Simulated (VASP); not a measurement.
## Si2W: relaxation of cell and atoms with LDA

Crystal: Si2W.

```
W Si
1.0
     4.61685    0.00000    0.00000
    -2.30843    3.99831    0.00000
     0.00000    0.00000    6.65322
W Si
3 6
Direct
  0.50000 0.00000 0.50000
  0.50000 0.50000 0.83333
  0.00000 0.50000 0.16667
  0.32725 0.16363 0.16667
  0.83637 0.16363 0.83333
  0.16363 0.32725 0.50000
  0.67275 0.83637 0.16667
  0.16363 0.83637 0.83333
  0.83637 0.67275 0.50000
```

```yaml
Program: VASP 6.6.1
Task: relaxation of cell and atoms
Functional: LDA
Potentials_or_basis: VASP PAW LDA potentials, release 64 (W_sv, Si)
Cutoff: 500 eV
k_mesh: 7 × 7 × 4
Occupations: fermi-dirac, width 0.05 eV
Spin: no spin polarisation
Dipole_correction: no
Further_INCAR_settings: ALGO = Normal; EDIFF = 1e-07; IBRION = 2; EDIFFG = -0.01; NSW = 60; ISIF = 3
```

The relaxed volume is 13.13 Å³/atom. The relaxed cell is a = 4.556 Å, b = 4.556 Å, c = 6.572 Å, α = 90.00°, β = 90.00°, γ = 120.00°. The space group after relaxing (to 0.1 Å) is P6_222 (No. 180) and the energy gained by relaxing is 14.3 meV/atom. The ionic steps are 8 and the pressure after relaxing is 0.0 GPa. The band gap on the k mesh is 0.21 eV (least direct gap 0.70 eV).

Step by step:
| step | energy change (eV) | largest force (eV/Å) | pressure (GPa) | volume (Å³) |
| --- | --- | --- | --- | --- |
| 1 | 0.0000 | 0.0493 | -8.55 | 122.82 |
| 2 | 0.3199 | 0.0732 | 19.37 | 110.32 |
| 3 | -0.1283 | 0.0116 | -0.20 | 118.28 |
| 4 | -0.1284 | 0.0107 | -0.02 | 118.19 |
| 5 | -0.1283 | 0.0098 | 0.16 | 118.10 |
| 6 | -0.1284 | 0.0059 | -0.26 | 118.30 |
| 7 | -0.1285 | 0.0074 | -0.11 | 118.23 |
| 8 | -0.1285 | 0.0013 | 0.03 | 118.15 |

Final structure:
```
CELL_PARAMETERS angstrom
4.55615 0.00000 0.00000
-2.27807 3.94574 0.00000
0.00000 0.00000 6.57233
ATOMIC_POSITIONS crystal
W 0.50000 0.00000 0.50000
W 0.50000 0.50000 0.83333
W 0.00000 0.50000 0.16667
Si 0.32762 0.16381 0.16667
Si 0.83619 0.16381 0.83333
Si 0.16381 0.32762 0.50000
Si 0.67238 0.83619 0.16667
Si 0.16381 0.83619 0.83333
Si 0.83619 0.67238 0.50000
```

Levels at points of the mesh, in eV from the valence-band top:
| k point | band 31 | band 32 | band 33 | band 34 | band 35 | band 36 |
| --- | --- | --- | --- | --- | --- | --- |
| (0.00, 0.00, 0.00) | -2.95 | -2.47 | -0.91 | 2.39 | 2.39 | 2.45 |
| (0.00, 0.00, 0.50) | -2.44 | -0.69 | -0.69 | 1.96 | 2.25 | 2.25 |

It took 6.8 min on 1 thread of AMD EPYC 7R13 Processor (Zen 3), with other jobs on the host, peak memory 0.22 GiB.

Caveat: spin-orbit coupling is left out, which moves the levels of the heavy elements; an odd mesh through Γ misses points on the zone boundary, where band edges can lie.
